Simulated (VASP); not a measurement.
# MnO2 (I4/m) in VASP: single point with r2SCAN

Aim: the single point of MnO2 with r2SCAN.

Program: VASP 6.6.1. These are calculated values, not measurements. Logs are shortened: lines on timing, memory, paths and dates and some standing lists are left out, and cuts for length are marked.

## 1. The cell of the first run

Symmetry: I4/m, No. 87, tetragonal system. Conventional cell: a = 9.815 Å, b = 9.815 Å, c = 2.847 Å, α = 90.00°, β = 90.00°, γ = 90.00°. Within 2.5 Å of Mn (site symmetry m) lie 6 O at 1.88 to 1.90 Å. O (site symmetry m) has 3 Mn at 1.88 to 1.90 Å and 3 O at 2.43 to 2.48 Å within 2.5 Å. O (site symmetry m) has 3 Mn at 1.89 to 1.90 Å and 1 O at 2.48 Å within 2.5 Å.

## 2. Single point, r2SCAN

The input, POSCAR:

```
MnO2
1.0
   -4.9075000000      4.9075000000      1.4235000000
    4.9075000000     -4.9075000000      1.4235000000
    4.9075000000      4.9075000000     -1.4235000000
Mn O
4 8
Direct
    0.6500000000      0.8300000000      0.4800000000
    0.8300000000      0.3500000000      0.1800000000
    0.3500000000      0.1700000000      0.5200000000
    0.1700000000      0.6500000000      0.8200000000
    0.1600000000      0.2050000000      0.3650000000
    0.2050000000      0.8400000000      0.0450000000
    0.8400000000      0.7950000000      0.6350000000
    0.7950000000      0.1600000000      0.9550000000
    0.1600000000      0.4580000000      0.6180000000
    0.4580000000      0.8400000000      0.2980000000
    0.8400000000      0.5420000000      0.3820000000
    0.5420000000      0.1600000000      0.7020000000
```

The input, INCAR.step1:

```
  PREC = Accurate
  ENCUT = 520
  ISMEAR = -1
  SIGMA = 0.05
  LREAL = F
  LASPH = T
  NELM = 100
  NBANDS = 62
  GGA = PE
  ALGO = Normal
  EDIFF = 1E-4
  LWAVE = T
  LCHARG = F
  KPAR = 4
```

The input, INCAR.step2:

```
  PREC = Accurate
  ENCUT = 520
  EDIFF = 1E-6
  ISMEAR = -1
  SIGMA = 0.05
  LREAL = F
  LASPH = T
  NELM = 100
  ALGO = Normal
  ISIF = 2
  LWAVE = F
  LCHARG = F
  METAGGA = R2SCAN
  LMIXTAU = T
  NBANDS = 62
  ISTART = 1
  KPAR = 4
```

The input, KPOINTS:

```
Automatic mesh
0
Gamma
  8 8 8
```

Potentials or basis: VASP PAW PBE potentials, release 64 (Mn_pv, O).

Launch:

```sh
$ cat potpaw_PBE.64/Mn_pv/POTCAR potpaw_PBE.64/O/POTCAR > POTCAR
$ cp INCAR.step1 INCAR
$ mpirun -np 4 vasp_std > vasp.out
$ cp INCAR.step2 INCAR
$ mpirun -np 4 vasp_std > vasp.out
```

OUTCAR:

```text
PREC = Accurate
   ENCUT = 520
   EDIFF = 1E-6
   ISMEAR = -1
   LREAL = F
   LASPH = T
   NELM = 100
   ISIF = 2
   METAGGA = R2SCAN
   ISTART = 1

 ion  position               nearest neighbor table
   1  0.650  0.830  0.480-   5 1.88   5 1.88  10 1.89   7 1.90   9 1.90   9 1.90   3 2.89   3 2.89

   2  0.830  0.350  0.180-   6 1.88   6 1.88  11 1.89   8 1.90  10 1.90  10 1.90   4 2.89   4 2.89

   3  0.350  0.170  0.520-   7 1.88   7 1.88  12 1.89   5 1.90  11 1.90  11 1.90   1 2.89   1 2.89

   4  0.170  0.650  0.820-   8 1.88   8 1.88   9 1.89   6 1.90  12 1.90  12 1.90   2 2.89   2 2.89

   5  0.160  0.205  0.365-   1 1.88   1 1.88   3 1.90
   6  0.205  0.840  0.045-   2 1.88   2 1.88   4 1.90
   7  0.840  0.795  0.635-   3 1.88   3 1.88   1 1.90
   8  0.795  0.160  0.955-   4 1.88   4 1.88   2 1.90
   9  0.160  0.458  0.618-   4 1.89   1 1.90   1 1.90
  10  0.458  0.840  0.298-   1 1.89   2 1.90   2 1.90
  11  0.840  0.542  0.382-   2 1.89   3 1.90   3 1.90
  12  0.542  0.160  0.702-   3 1.89   4 1.90   4 1.90

  LATTYP: Found a body centered tetragonal cell.
 ALAT       =     9.8150000000
 C/A-ratio  =     0.2900662252

  Lattice vectors:

 A1 = (  -4.9075000000,   4.9075000000,   1.4235000000)
 A2 = (   4.9075000000,  -4.9075000000,   1.4235000000)
 A3 = (   4.9075000000,   4.9075000000,  -1.4235000000)

Analysis of symmetry for initial positions (statically):
=====================================================================
 Subroutine PRICEL returns:
 Original cell was already a primitive cell.

 Routine SETGRP: Setting up the symmetry group for a
 body centered tetragonal supercell.

 Subroutine GETGRP returns: Found  8 space group operations
 (whereof  8 operations were pure point group operations)
 out of a pool of 16 trial point group operations.

The static configuration has the point symmetry C_4h.

Analysis of symmetry for dynamics (positions and initial velocities):
=====================================================================
 Subroutine PRICEL returns:
 Original cell was already a primitive cell.

 Routine SETGRP: Setting up the symmetry group for a
 body centered tetragonal supercell.

 Subroutine GETGRP returns: Found  8 space group operations
 (whereof  8 operations were pure point group operations)
 out of a pool of 16 trial point group operations.

The dynamic configuration has the point symmetry C_4h.

 Subroutine INISYM returns: Found  8 space group operations
 (whereof  8 operations are pure point group operations),
 and found     1 'primitive' translations

----------------------------------------------------------------------------------------

                                     Primitive cell

  volume of cell :     137.1318

  direct lattice vectors                    reciprocal lattice vectors
    -4.907500000  4.907500000  1.423500000     0.000000000  0.101884870  0.351246927
     4.907500000 -4.907500000  1.423500000     0.101884870  0.000000000  0.351246927
     4.907500000  4.907500000 -1.423500000     0.101884870  0.101884870  0.000000000

  length of vectors
     7.084734628  7.084734628  7.084734628     0.365725211  0.365725211  0.144086965

  position of ions in fractional coordinates (direct lattice)
     0.650000000  0.830000000  0.480000000
     0.830000000  0.350000000  0.180000000
     0.350000000  0.170000000  0.520000000
     0.170000000  0.650000000  0.820000000
     0.160000000  0.205000000  0.365000000
     0.205000000  0.840000000  0.045000000
     0.840000000  0.795000000  0.635000000
     0.795000000  0.160000000  0.955000000
     0.160000000  0.458000000  0.618000000
     0.458000000  0.840000000  0.298000000
     0.840000000  0.542000000  0.382000000
     0.542000000  0.160000000  0.702000000

  ion indices of the primitive-cell ions
   primitive index   ion index
                 1           1
                 2           2
                 3           3
                 4           4
                 5           5
                 6           6
                 7           7
                 8           8
                 9           9
                10          10
                11          11
                12          12

----------------------------------------------------------------------------------------

 KPOINTS: Automatic mesh

Automatic generation of k-mesh.
 Grid dimensions read from file:
 generate k-points for:    8    8    8

 Generating k-lattice:

  Cartesian coordinates                     Fractional coordinates (reciprocal lattice)
     0.000000000  0.012735609  0.043905866     0.125000000  0.000000000  0.000000000
     0.012735609  0.000000000  0.043905866     0.000000000  0.125000000  0.000000000
     0.012735609  0.012735609  0.000000000     0.000000000  0.000000000  0.125000000

  Length of vectors
     0.045715651  0.045715651  0.018010871

  Shift w.r.t. Gamma in fractional coordinates (k-lattice)
     0.000000000  0.000000000  0.000000000

 Subroutine IBZKPT returns following result:
 ===========================================

 Found     78 irreducible k-points:

 Following reciprocal coordinates:
            Coordinates               Weight
  0.000000  0.000000  0.000000      1.000000
  0.125000  0.000000  0.000000      8.000000
  0.250000  0.000000  0.000000      8.000000
  0.375000  0.000000  0.000000      8.000000
  0.500000  0.000000  0.000000      4.000000
  0.125000  0.125000  0.000000      8.000000
[... 16 lines left out ...]
 -0.375000  0.250000  0.000000      8.000000
 -0.250000  0.375000  0.000000      8.000000
 [... further k-points ...]
   k-points           NKPTS =     78   k-points in BZ     NKDIM =     78   number of bands    NBANDS=     62
   number of dos      NEDOS =    301   number of ions     NIONS =     12
   total plane-waves  NPLWV = 157464
   dimension x,y,z NGX =    54 NGY =   54 NGZ =   54
   dimension x,y,z NGXF=   108 NGYF=  108 NGZF=  108
   ions per type =               4   8
   NGX,Y,Z   is equivalent  to a cutoff of  12.67, 12.67, 12.67 a.u.
   NGXF,Y,Z  is equivalent  to a cutoff of  25.34, 25.34, 25.34 a.u.
 SYSTEM =  unknown system
   PREC   = accura    normal or accurate (medium, high low for compatibility)
   ISTART =      1    job   : 0-new  1-cont  2-samecut
   ICHARG =      0    charge: 1-file 2-atom 10-const
   ISPIN  =      1    spin polarized calculation?
   LNONCOLLINEAR =      F non collinear calculations
   LSORBIT =      F    spin-orbit coupling
   LASPH  =      T    aspherical Exc in radial PAW
   ENCUT  =  520.0 eV  38.22 Ry    6.18 a.u.  13.17 13.17 13.17*2*pi/ulx,y,z
   NELM   =    100;   NELMIN=  2; NELMDL=  0     # of ELM steps
   EDIFF  = 0.1E-05   stopping-criterion for ELM
   LREAL  =      F    real-space projection
   EDIFFG = 0.1E-04   stopping-criterion for IOM
   NSW    =      0    number of steps for IOM
   IBRION =     -1    ionic relax: 0-MD 1-quasi-New 2-CG
   NFREE  =      0    steps in history (QN), initial steepest desc. (CG)
   ISIF   =      2    stress and relaxation
   ISYM   =      2    0-nonsym 1-usesym 2-fastsym
   POTIM  = 0.5000    time-step for ionic-motion
   TEBEG  =    0.0;   TEEND  =   0.0 temperature during run
   PSTRESS=    0.0 pullay stress
   NELECT =     100.0000    total number of electrons
   NUPDOWN=      -1.0000    fix difference up-down
   EMIN   =  10.00;   EMAX   =-10.00  energy-range for DOS
   EFERMI =   0.00;   METHOD = LEGACY
   ISMEAR =    -1;   SIGMA  =   0.05  broadening in eV -4-tet -1-fermi 0-gaus
   EFERMI_NEDOS =   21; number of points for ismear=-14 and -15
   IALGO  =     38    algorithm
   IMIX   =      4    mixing-type and parameters
     AMIX     =   0.40;   BMIX     =  1.00
     AMIX_MAG =   1.60;   BMIX_MAG =  1.00
  volume/ion in A,a.u.               =      11.43        77.12
  Fermi-wavevector in a.u.,A,eV,Ry     =   1.473541  2.784588 29.542632  2.171322
  Thomas-Fermi vector in A             =   2.588421
   LORBIT       =      0    0 simple, 1 ext, 2 COOP (PROOUT), +10 PAW based schemes
   METAGGA = R2SCAN    functional components
   LHFCALC =     F    Hartree Fock is set to
   AEXX    =    0.0000 exact exchange contribution
   IVDW    =     0    specifies the selected vdW correction
   LEPSILON=     F    determine dielectric tensor
   LRPA    =     F    only Hartree local field effects (RPA)
 non-spin polarized calculation
  energy-cutoff  :      520.00
  volume of cell :      137.13
 maximum number of plane-waves:      3722
 NGX is ok and might be reduce to    54
   NGX = 27   NGY = 27   NGZ = 27

 number of electron     100.0000011 magnetization

 Free energy of the ion-electron system (eV)
  ---------------------------------------------------
  ext. energy  EPLUGINS =         0.00000000
  ---------------------------------------------------
  free energy    TOTEN  =      -123.41571033 eV

  energy without entropy =     -123.26126851  energy(sigma->0) =     -123.33848942

 E-fermi :   2.7539     XC(G=0): -11.0128

 val. band max:        2.7524574858   @ k =  -0.2500  -0.3750   0.2500
 cond. band min:       2.7545191695   @ k =  -0.2500   0.3750   0.0000
 fundamental gap:      0.0020616837
 Fermi energy:         2.7538709394

 k-point     1 :       0.0000    0.0000    0.0000
  band No.  band energies     occupation
      1     -47.9131      2.00000
      2     -47.9008      2.00000
      3     -47.8515      2.00000
      4     -47.8514      2.00000
      5     -47.8276      2.00000
      6     -47.8149      2.00000
[... 54 lines left out ...]
     61       6.3683      0.00000
     62       6.3708      0.00000

 k-point     2 :       0.1250    0.0000    0.0000
  band No.  band energies     occupation
      1     -47.9080      2.00000
      2     -47.8983      2.00000
      3     -47.8511      2.00000
      4     -47.8508      2.00000
      5     -47.8243      2.00000
      6     -47.8134      2.00000
[... 1429 lines left out ...]
      6     -47.8157      2.00000
[... 54 lines left out ...]
     61       6.0905      0.00000
     62       6.1351      0.00000

 [... further k-points ...]

------------------------ aborting loop because EDIFF is reached ----------------------------------------

  FORCE on cell =-STRESS in cart. coord.  units (eV):
  Direction    XX          YY          ZZ          XY          YZ          ZX
  --------------------------------------------------------------------------------------
  -------------------------------------------------------------------------------------
  Total       -7.8763616     -7.8763616    -10.3987585     -0.0000213      0.0000000      0.0000000
  in kB      -92.0233729    -92.0233729   -121.4937659     -0.0002485      0.0000000      0.0000000
  external PRESSURE =    -101.8468372 kB  Pullay stress =       0.0000000 kB

 VOLUME and BASIS-vectors are now :
 -----------------------------------------------------------------------------
  energy-cutoff  :      520.00
  volume of cell :      137.13
      direct lattice vectors                 reciprocal lattice vectors
    -4.907500000  4.907500000  1.423500000     0.000000000  0.101884870  0.351246927
     4.907500000 -4.907500000  1.423500000     0.101884870  0.000000000  0.351246927
     4.907500000  4.907500000 -1.423500000     0.101884870  0.101884870  0.000000000

 POSITION                                       TOTAL-FORCE (eV/Angst)
 -----------------------------------------------------------------------------------
      3.23895      1.47225      1.42350         0.656450     -1.298621      0.000000
     -1.47225      3.23895      1.42350         1.298621      0.656450     -0.000000
      1.66855      3.43525      0.00000        -0.656450      1.298621     -0.000000
      6.37975      1.66855      0.00000        -1.298621     -0.656450      0.000000
      2.01208      1.57040     -0.00000         0.407510      0.174802     -0.000000
      3.33710     -2.89543      1.42350        -0.174802      0.407510     -0.000000
      2.89542      3.33710      1.42350        -0.407510     -0.174802      0.000000
      1.57040      7.80293     -0.00000         0.174802     -0.407510      0.000000
      4.49527      1.57040     -0.00000         0.330131      0.382372      0.000000
      3.33710     -0.41223      1.42350        -0.382372      0.330131      0.000000
      0.41223      3.33710      1.42350        -0.330131     -0.382372     -0.000000
      1.57040      5.31973      0.00000         0.382372     -0.330131     -0.000000
 -----------------------------------------------------------------------------------
    total drift:                               -0.000000     -0.000000     -0.000000

  FREE ENERGIE OF THE ION-ELECTRON SYSTEM (eV)
  ---------------------------------------------------
  free  energy   TOTEN  =      -123.4157103317 eV

  energy  without entropy=     -123.2612685083  energy(sigma->0) =     -123.33848942
```

Run time: 40 min. Hardware: 4 MPI ranks of Intel Xeon Platinum 8259CL at 2.50GHz (Skylake/Cascade Lake), shared host; peak memory 0.74 GiB.

What came out:

- Free energy: -123.4157 eV
- Pressure: -10.2 GPa
- Largest force: 1.455 eV/Å
- Band gap on the k mesh: zero (bands 50 and 51 overlap by 0.44 eV)

Forces on the atoms (eV/Å):
```
Mn   0.656 -1.299  0.000
Mn   1.299  0.656  0.000
Mn  -0.656  1.299  0.000
Mn  -1.299 -0.656  0.000
O    0.408  0.175  0.000
O   -0.175  0.408  0.000
O   -0.408 -0.175  0.000
O    0.175 -0.408  0.000
O    0.330  0.382  0.000
O   -0.382  0.330  0.000
O   -0.330 -0.382  0.000
O    0.382 -0.330  0.000
```

Stress tensor (GPa, compression positive):
```
 -9.20   0.00   0.00
  0.00  -9.20   0.00
  0.00   0.00 -12.15
```

Levels at points of the mesh, in eV from the Fermi level:
| k point | band 47 | band 48 | band 49 | band 50 | band 51 | band 52 | band 53 | band 54 |
| --- | --- | --- | --- | --- | --- | --- | --- | --- |
| (0.00, 0.00, 0.00) | -0.40 | -0.35 | -0.35 | -0.29 | -0.29 | -0.15 | 0.40 | 0.41 |
| (0.50, 0.00, 0.00) | -0.43 | -0.31 | -0.12 | -0.11 | -0.07 | -0.04 | 0.52 | 0.57 |
| (0.50, 0.50, 0.00) | -0.59 | -0.41 | -0.30 | -0.20 | -0.13 | -0.04 | 0.04 | 0.47 |
| (0.50, 0.50, 0.50) | -0.50 | -0.37 | -0.36 | -0.26 | -0.26 | -0.12 | 0.13 | 0.79 |

Caveat: the cell stands under tension; the PAW data sets were made with another functional, which shifts forces and pressure a little; the run has no spin polarisation, though such a crystal can be magnetic; semilocal functionals often make such compounds metallic where correlation or magnetic order opens a gap, which also shifts bond lengths. Spin polarisation is off, so any magnetic state and its effect on volume and gap are missing.
